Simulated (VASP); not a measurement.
# Ga (P6_3/mmc) in VASP: notebook

Ga is run at these levels: LDA; tasks: single point.

Program: VASP 6.6.1. These are calculated values, not measurements. Logs are shortened: lines on timing, memory, paths and dates and some standing lists are left out, and cuts for length are marked.

## Step 1: The cell of the first run

Symmetry: P6_3/mmc, No. 194, hexagonal system. The conventional cell has a = 2.656 Å, b = 2.656 Å, c = 4.397 Å, α = 90.00°, β = 90.00°, γ = 120.00°. Within 3.5 Å of Ga (site symmetry -6m2) lie 12 Ga at 2.66 to 2.68 Å.

This isn't the form of Ga at room conditions, which is orthorhombic.

## Step 2: Single point, LDA

File INCAR:

```
SYSTEM = Ga
PREC     = Accurate       ! precision mode
ENCUT    = 520            ! plane-wave cutoff, eV
EDIFF    = 1E-6           ! SCF threshold, eV
ISMEAR   = -1             ! smearing method
SIGMA    = 0.08           ! smearing width, eV
LREAL    = .FALSE.        ! projectors in reciprocal space
LASPH    = .TRUE.         ! aspherical terms in the spheres
NELM     = 80             ! most SCF steps
ALGO     = Normal         ! electronic algorithm
ISIF     = 2              ! what is computed and relaxed
LWAVE    = .FALSE.        ! write WAVECAR
LCHARG   = .FALSE.        ! write CHGCAR
GGA      = CA             ! functional
NBANDS   = 20             ! bands
```

File KPOINTS:

```
regular mesh
0
G
  16 16 9
  0 0 0
```

File POSCAR:

```
Ga
1.0
    2.6558761293      0.0000000000      0.0000000000
   -1.3279380646      2.3000561973      0.0000000000
    0.0000000000      0.0000000000      4.3969558429
Ga
2
Direct
    0.3333333333      0.6666666667      0.2500000000
    0.6666666667      0.3333333333      0.7500000000
```

Potentials or basis: VASP PAW LDA potentials, release 64 (Ga_d).

Run with:

```
> cat potpaw_LDA.64/Ga_d/POTCAR > POTCAR
> mpirun -np 1 vasp_std > vasp.out
```

OUTCAR:

```text
SYSTEM = Ga
   PREC = Accurate
   ENCUT = 520
   EDIFF = 1E-6
   ISMEAR = -1
   LREAL = .FALSE.
   LASPH = .TRUE.
   NELM = 80
   ISIF = 2
   GGA = CA

 ion  position               nearest neighbor table
   1  0.333  0.667  0.250-   2 2.68   2 2.68   2 2.68   2 2.68   2 2.68   2 2.68
   2  0.667  0.333  0.750-   1 2.68   1 2.68   1 2.68   1 2.68   1 2.68   1 2.68

  LATTYP: Found a hexagonal cell.
 ALAT       =     2.6558761293
 C/A-ratio  =     1.6555575745

  Lattice vectors:

 A1 = (   2.6558761293,   0.0000000000,   0.0000000000)
 A2 = (  -1.3279380646,   2.3000561973,   0.0000000000)
 A3 = (   0.0000000000,   0.0000000000,   4.3969558429)

Analysis of symmetry for initial positions (statically):
=====================================================================
 Subroutine PRICEL returns:
 Original cell was already a primitive cell.

 Routine SETGRP: Setting up the symmetry group for a
 hexagonal supercell.

 Subroutine GETGRP returns: Found 24 space group operations
 (whereof 12 operations were pure point group operations)
 out of a pool of 24 trial point group operations.

The static configuration has the point symmetry D_3d.
 The point group associated with its full space group is D_6h.

Analysis of symmetry for dynamics (positions and initial velocities):
=====================================================================
 Subroutine PRICEL returns:
 Original cell was already a primitive cell.

 Routine SETGRP: Setting up the symmetry group for a
 hexagonal supercell.

 Subroutine GETGRP returns: Found 24 space group operations
 (whereof 12 operations were pure point group operations)
 out of a pool of 24 trial point group operations.

The dynamic configuration has the point symmetry D_3d.
 The point group associated with its full space group is D_6h.

 Subroutine INISYM returns: Found 24 space group operations
 (whereof 12 operations are pure point group operations),
 and found     1 'primitive' translations

----------------------------------------------------------------------------------------

                                     Primitive cell

  volume of cell :      26.8595

  direct lattice vectors                    reciprocal lattice vectors
     2.655876129  0.000000000  0.000000000     0.376523584  0.217385993  0.000000000
    -1.327938065  2.300056197  0.000000000     0.000000000  0.434771986  0.000000000
     0.000000000  0.000000000  4.396955843     0.000000000  0.000000000  0.227430076

  length of vectors
     2.655876129  2.655876129  4.396955843     0.434771986  0.434771986  0.227430076

  position of ions in fractional coordinates (direct lattice)
     0.333333333  0.666666667  0.250000000
     0.666666667  0.333333333  0.750000000

  ion indices of the primitive-cell ions
   primitive index   ion index
                 1           1
                 2           2

----------------------------------------------------------------------------------------

 KPOINTS: regular mesh

Automatic generation of k-mesh.
 Grid dimensions read from file:
 generate k-points for:   16   16    9

 Generating k-lattice:

  Cartesian coordinates                     Fractional coordinates (reciprocal lattice)
     0.023532724  0.013586625  0.000000000     0.062500000 -0.000000000  0.000000000
     0.000000000  0.027173249  0.000000000     0.000000000  0.062500000  0.000000000
     0.000000000  0.000000000  0.025270008     0.000000000  0.000000000  0.111111111

  Length of vectors
     0.027173249  0.027173249  0.025270008

  Shift w.r.t. Gamma in fractional coordinates (k-lattice)
     0.000000000  0.000000000  0.000000000

 Subroutine IBZKPT returns following result:
 ===========================================

 Found    150 irreducible k-points:

 Following reciprocal coordinates:
            Coordinates               Weight
  0.000000  0.000000  0.000000      1.000000
  0.062500 -0.000000  0.000000      6.000000
  0.125000 -0.000000  0.000000      6.000000
  0.187500 -0.000000  0.000000      6.000000
  0.250000 -0.000000  0.000000      6.000000
  0.312500 -0.000000  0.000000      6.000000
[... 16 lines left out ...]
  0.187500  0.187500  0.000000      6.000000
  0.250000  0.187500  0.000000     12.000000
 [... further k-points ...]
   k-points           NKPTS =    150   k-points in BZ     NKDIM =    150   number of bands    NBANDS=     20
   number of dos      NEDOS =    301   number of ions     NIONS =      2
   total plane-waves  NPLWV =  14400
   dimension x,y,z NGX =    20 NGY =   20 NGZ =   36
   dimension x,y,z NGXF=    40 NGYF=   40 NGZF=   72
   ions per type =               2
   NGX,Y,Z   is equivalent  to a cutoff of  12.52, 12.52, 13.61 a.u.
   NGXF,Y,Z  is equivalent  to a cutoff of  25.04, 25.04, 27.22 a.u.
 SYSTEM =  Ga
   PREC   = accura    normal or accurate (medium, high low for compatibility)
   ISTART =      0    job   : 0-new  1-cont  2-samecut
   ICHARG =      2    charge: 1-file 2-atom 10-const
   ISPIN  =      1    spin polarized calculation?
   LNONCOLLINEAR =      F non collinear calculations
   LSORBIT =      F    spin-orbit coupling
   LASPH  =      T    aspherical Exc in radial PAW
   ENCUT  =  520.0 eV  38.22 Ry    6.18 a.u.   4.94  4.94  8.18*2*pi/ulx,y,z
   NELM   =     80;   NELMIN=  2; NELMDL= -5     # of ELM steps
   EDIFF  = 0.1E-05   stopping-criterion for ELM
   LREAL  =      F    real-space projection
   EDIFFG = 0.1E-04   stopping-criterion for IOM
   NSW    =      0    number of steps for IOM
   IBRION =     -1    ionic relax: 0-MD 1-quasi-New 2-CG
   NFREE  =      0    steps in history (QN), initial steepest desc. (CG)
   ISIF   =      2    stress and relaxation
   ISYM   =      2    0-nonsym 1-usesym 2-fastsym
   POTIM  = 0.5000    time-step for ionic-motion
   TEBEG  =    0.0;   TEEND  =   0.0 temperature during run
   PSTRESS=    0.0 pullay stress
   NELECT =      26.0000    total number of electrons
   NUPDOWN=      -1.0000    fix difference up-down
   EMIN   =  10.00;   EMAX   =-10.00  energy-range for DOS
   EFERMI =   0.00;   METHOD = LEGACY
   ISMEAR =    -1;   SIGMA  =   0.08  broadening in eV -4-tet -1-fermi 0-gaus
   EFERMI_NEDOS =   21; number of points for ismear=-14 and -15
   IALGO  =     38    algorithm
   IMIX   =      4    mixing-type and parameters
     AMIX     =   0.40;   BMIX     =  1.00
     AMIX_MAG =   1.60;   BMIX_MAG =  1.00
  volume/ion in A,a.u.               =      13.43        90.63
  Fermi-wavevector in a.u.,A,eV,Ry     =   1.619446  3.060309 35.682715  2.622606
  Thomas-Fermi vector in A             =   2.713546
   LORBIT       =      0    0 simple, 1 ext, 2 COOP (PROOUT), +10 PAW based schemes
   GGA     = CA    functional components
   LHFCALC =     F    Hartree Fock is set to
   AEXX    =    0.0000 exact exchange contribution
   IVDW    =     0    specifies the selected vdW correction
   LEPSILON=     F    determine dielectric tensor
   LRPA    =     F    only Hartree local field effects (RPA)
 non-spin polarized calculation
  energy-cutoff  :      520.00
  volume of cell :       26.86
 maximum number of plane-waves:       756
 NGX is ok and might be reduce to    20
   NGX =  9   NGY =  9   NGZ = 17

 number of electron      26.0000003 magnetization

 Free energy of the ion-electron system (eV)
  ---------------------------------------------------
  ext. energy  EPLUGINS =         0.00000000
  ---------------------------------------------------
  free energy    TOTEN  =        -6.55969619 eV

  energy without entropy =       -6.54819252  energy(sigma->0) =       -6.55394436

 E-fermi :   9.1526     XC(G=0): -13.1823

 val. band max:        9.1275220874   @ k =   0.2500  -0.0000   0.2222
 cond. band min:       9.1696716308   @ k =   0.3125   0.1875   0.0000
 fundamental gap:      0.0421495434
 Fermi energy:         9.1526471833

 k-point     1 :       0.0000    0.0000    0.0000
  band No.  band energies     occupation
      1      -6.7477      2.00000
      2      -6.4727      2.00000
      3      -6.4215      2.00000
      4      -6.4215      2.00000
      5      -6.3681      2.00000
      6      -6.3681      2.00000
[... 12 lines left out ...]
     19      25.4639      0.00000
     20      26.6324      0.00000

 k-point     2 :       0.0625   -0.0000    0.0000
  band No.  band energies     occupation
      1      -6.7306      2.00000
      2      -6.4804      2.00000
      3      -6.4113      2.00000
      4      -6.4037      2.00000
      5      -6.3718      2.00000
      6      -6.3518      2.00000
[... 12 lines left out ...]
     19      26.6245      0.00000
     20      27.0444      0.00000

 k-point     3 :       0.1250   -0.0000    0.0000
  band No.  band energies     occupation
      1      -6.6916      2.00000
      2      -6.4982      2.00000
      3      -6.3997      2.00000
      4      -6.3648      2.00000
      5      -6.3528      2.00000
      6      -6.3051      2.00000
[... 12 lines left out ...]
     19      25.8763      0.00000
     20      26.6929      0.00000

 k-point     4 :       0.1875   -0.0000    0.0000
  band No.  band energies     occupation
      1      -6.6743      2.00000
      2      -6.4984      2.00000
      3      -6.4201      2.00000
      4      -6.3682      2.00000
      5      -6.3146      2.00000
      6      -6.3128      2.00000
[... 12 lines left out ...]
     19      25.1943      0.00000
     20      26.4123      0.00000

 k-point     5 :       0.2500   -0.0000    0.0000
  band No.  band energies     occupation
      1      -6.7065      2.00000
      2      -6.5093      2.00000
      3      -6.4560      2.00000
      4      -6.3996      2.00000
      5      -6.3484      2.00000
      6      -6.2433      2.00000
[... 12 lines left out ...]
     19      24.1822      0.00000
     20      26.1817      0.00000
[... 353 lines left out ...]
      6      -6.2670      2.00000
[... 12 lines left out ...]
     19      20.8443      0.00000
     20      23.6235      0.00000

 k-point    22 :       0.4375    0.1250    0.0000
  band No.  band energies     occupation
      1      -6.7740      2.00000
      2      -6.6955      2.00000
      3      -6.5686      2.00000
      4      -6.4306      2.00000
      5      -6.3102      2.00000
      6      -6.2530      2.00000
[... 12 lines left out ...]
     19      20.7323      0.00000
     20      23.5326      0.00000

 k-point    23 :       0.1875    0.1875    0.0000
  band No.  band energies     occupation
      1      -6.5919      2.00000
      2      -6.5912      2.00000
      3      -6.5445      2.00000
      4      -6.4171      2.00000
      5      -6.3305      2.00000
      6      -6.2353      2.00000
[... 12 lines left out ...]
     19      20.6922      0.00000
     20      26.9138      0.00000

 k-point    24 :       0.2500    0.1875    0.0000
  band No.  band energies     occupation
      1      -6.6338      2.00000
      2      -6.6134      2.00000
      3      -6.5473      2.00000
      4      -6.4313      2.00000
      5      -6.3039      2.00000
      6      -6.2603      2.00000
[... 12 lines left out ...]
     19      19.5781      0.00000
     20      26.9256      0.00000

 [... further k-points ...]

------------------------ aborting loop because EDIFF is reached ----------------------------------------

  FORCE on cell =-STRESS in cart. coord.  units (eV):
  Direction    XX          YY          ZZ          XY          YZ          ZX
  --------------------------------------------------------------------------------------
  -------------------------------------------------------------------------------------
  Total        4.9031233      4.9031233      4.9012854      0.0000000     -0.0000000      0.0000000
  in kB      292.4724963    292.4724963    292.3628613      0.0000000     -0.0000000      0.0000000
  external PRESSURE =     292.4359513 kB  Pullay stress =       0.0000000 kB

 VOLUME and BASIS-vectors are now :
 -----------------------------------------------------------------------------
  energy-cutoff  :      520.00
  volume of cell :       26.86
      direct lattice vectors                 reciprocal lattice vectors
     2.655876129  0.000000000  0.000000000     0.376523584  0.217385993  0.000000000
    -1.327938065  2.300056197  0.000000000     0.000000000  0.434771986  0.000000000
     0.000000000  0.000000000  4.396955843     0.000000000  0.000000000  0.227430076

 POSITION                                       TOTAL-FORCE (eV/Angst)
 -----------------------------------------------------------------------------------
     -0.00000      1.53337      1.09924        -0.000000      0.000000     -0.000000
      1.32794      0.76669      3.29772         0.000000      0.000000      0.000000
 -----------------------------------------------------------------------------------
    total drift:                               -0.000000      0.000000      0.000000

  FREE ENERGIE OF THE ION-ELECTRON SYSTEM (eV)
  ---------------------------------------------------
  free  energy   TOTEN  =        -6.5596961896 eV

  energy  without entropy=       -6.5481925224  energy(sigma->0) =       -6.55394436
```

It took 83 s on 1 thread of Intel Xeon 8259CL, shared host; peak memory 0.18 GiB.

Results:

```yaml
Free_energy: -6.5597 eV
Pressure: 29.2 GPa
Band_gap_on_the_k_mesh: zero (bands 13 and 14 overlap by 8.04 eV)
```

Caveat: the cell stands under pressure.

## Step 3: Single point, LDA

File INCAR:

```
SYSTEM = Ga
  PREC = Accurate
  ENCUT = 520
  EDIFF = 1E-6
  ISMEAR = -1
  SIGMA = 0.08
  LREAL = .FALSE.
  LASPH = .TRUE.
  NELM = 80
  ALGO = Normal
  ISIF = 2
  LWAVE = .FALSE.
  LCHARG = .FALSE.
  GGA = CA
  NBANDS = 20
```

File KPOINTS:

```
Automatic mesh
0
G
  16 16 9
  0 0 0
```

File POSCAR:

```
Ga
1.0
    2.6564983703      0.0000000000      0.0000000000
   -1.3282491851      2.3005950738      0.0000000000
    0.0000000000      0.0000000000      4.3976754403
Ga
2
Direct
    0.3333333333      0.6666666667      0.2500000000
    0.6666666667      0.3333333333      0.7500000000
```

Potentials or basis: VASP PAW LDA potentials, release 64 (Ga_d).

Run with:

```
> cat potpaw_LDA.64/Ga_d/POTCAR > POTCAR
> mpirun -np 1 vasp_std > vasp.out
```

Wall time 83 s (1 thread of Intel Xeon 8259CL, shared host); peak memory 0.17 GiB.

The run converged. Its results:

```yaml
Free_energy: -6.5628 eV
Pressure: 29.1 GPa
Band_gap_on_the_k_mesh: zero (bands 13 and 14 overlap by 8.03 eV)
```

Levels at points of the mesh, in eV from the Fermi level:
```tsv
k point	band 11	band 12	band 13	band 14	band 15	band 16
(0.00, 0.00, 0.00)	-14.16	-6.01	-5.59	12.89	12.89	15.15
(0.50, 0.00, 0.00)	-6.58	-6.50	0.59	0.77	1.64	3.28
```

Caveat: the cell stands under pressure.
